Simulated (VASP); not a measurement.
Set up this calculation in VASP 6.6.1, as the native input.

```yaml
Task: single point
Functional: PBE0
Potentials_or_basis: VASP PAW PBE potentials, release 64 (B, N)
Cutoff: 520 eV
k_mesh: 9 × 9 × 4
Occupations: gaussian, width 0.01 eV
Spin: no spin polarisation
Dipole_correction: no
Grid_for_exact_exchange_PRECFOCK: Normal
Further_INCAR_settings: ALGO = Normal; EDIFF = 1e-06; NBANDS = 16
Share_of_exact_exchange: 0.25
```

BN:

```xyz
4
Lattice="2.5440 0.0000 0.0000 -1.2720 2.2031 0.0000 0.0000 0.0000 4.2078" Properties=species:S:1:pos:R:3 pbc="T T T"
B     0.0000    1.4688    0.0009
B     1.2720    0.7344    2.1048
N     0.0000    1.4688    1.5771
N     1.2720    0.7344    3.6810
```

These files were run (other wordings do the same):

POSCAR

```
BN
1.0
    2.5439500113      0.0000000000      0.0000000000
   -1.2719750056      2.2031253357      0.0000000000
    0.0000000000      0.0000000000      4.2078152881
B N
2 2
Direct
    0.3333333333      0.6666666667      0.0002034636
    0.6666666667      0.3333333333      0.5002034636
    0.3333333333      0.6666666667      0.3747965364
    0.6666666667      0.3333333333      0.8747965364
```

INCAR.step1

```
SYSTEM = BN
PREC = Accurate
ENCUT = 520
EDIFF = 1E-5
ISMEAR = 0
SIGMA = 0.01
LREAL = .FALSE.
LASPH = .TRUE.
NELM = 120
ALGO = Normal
ISIF = 2
LWAVE = .TRUE.
LCHARG = .FALSE.
NBANDS = 16
GGA = PE
GGA_COMPAT = .FALSE.
```

INCAR.step2

```
SYSTEM = BN
PREC = Accurate
ENCUT = 520
EDIFF = 1E-6
ISMEAR = 0
SIGMA = 0.01
LREAL = .FALSE.
LASPH = .TRUE.
NELM = 120
ALGO = Normal
ISIF = 2
LWAVE = .FALSE.
LCHARG = .FALSE.
GGA = PE
LHFCALC = .TRUE.
AEXX = 0.25
PRECFOCK = Normal
NBANDS = 16
ISTART = 1
GGA_COMPAT = .FALSE.
```

KPOINTS

```
regular mesh
0
G
  9 9 4
  0 0 0
```

Potentials or basis: VASP PAW PBE potentials, release 64 (B, N).

Launch:

```sh
$ cat potpaw_PBE.64/B/POTCAR potpaw_PBE.64/N/POTCAR > POTCAR
$ cp INCAR.step1 INCAR
$ mpirun -np 1 vasp_std > vasp.out
$ cp INCAR.step2 INCAR
$ mpirun -np 1 vasp_std > vasp.out
```

It gave:

```json
{"Pressure": "-3.9 GPa", "Largest force": "0.008 eV/Å", "Band gap on the k mesh": "7.28 eV (least direct gap 10.72 eV)"}
```

Caveat: the cell stands under tension; the structure was generated, so it needn't be the stable form of BN; the PAW data sets were made with another functional, which shifts forces and pressure a little.

Run time: 50 min on 1 thread of Intel(R) Xeon(R) Platinum 8488C (Sapphire Rapids), with other jobs on the host, peak memory 0.15 GiB.
